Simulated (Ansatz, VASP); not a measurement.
**One calculation of Mg, two programs**

The input INCAR:

```
ALGO = Normal
EDIFF = 1E-6
ENCUT = 520
ISIF = 2
ISMEAR = 1
LASPH = True
LCHARG = False
LREAL = False
LWAVE = False
NBANDS = 7
NELM = 100
PREC = Accurate
SIGMA = 0.033
```

KPOINTS

```
k-points
0
Gamma
  9 9 8
```

Contents of POSCAR:

```
Mg
1.0
    3.0502998005      0.0000000000      0.0000000000
   -1.5251499003      2.6416371164      0.0000000000
    0.0000000000      0.0000000000      3.0448375700
Mg
1
Direct
    0.0000000000      0.0000000000      0.0000000000
```

Input for Ansatz:

```yaml
crystal:
  lattice:
    - [3.0502998005, 0.0, 0.0]
    - [-1.5251499003, 2.6416371164, 0.0]
    - [0.0, 0.0, 3.04483757]
  atoms:
    - { symbol: Mg, position: [0.0, 0.0, 0.0] }
basis: {}
kpoints:
  mp_grid: { grid: [9, 9, 8] }
hamiltonian:
  xc: lda
scf:
  occupations: { method: methfessel_paxton, width: 0.033 }
output:
  forces: true
  stress: true
  eigenvalues: true
```

Alike in both runs: task single point; functional LDA; k mesh 9 × 9 × 8; occupations methfessel-paxton of order 1, width 0.033 eV; no spin polarisation.

|  | VASP | Ansatz |
| --- | --- | --- |
| version | VASP 6.6.1 | Ansatz 0.2.0 |
| potentials or method | VASP PAW LDA potentials, release 64 (Mg) | scalar-relativistic, plane waves, PAW |
| plane-wave cutoff (eV) | 520 | 420 |
| valence electrons in the cell | 2 | 10 |

Ansatz gave:

* gap on the k mesh at the Fermi level (eV): none
* pressure (GPa): -0.5
* traceless stress, the component that is largest in VASP (GPa): 0.12

Task: Which values does VASP return?

Result: gap on the k mesh at the Fermi level (eV): none; pressure (GPa): -0.7; traceless stress, the component that is largest in VASP (GPa): 0.12.

LDA's correlation is that of Perdew and Zunger in VASP and of Perdew and Wang (1992) in Ansatz. A gap of «none» marks a metal or a gap that the smearing closes. VASP's potentials hold 2 valence electrons a cell and Ansatz's 10, so a difference there can come from the potentials and not from the codes.
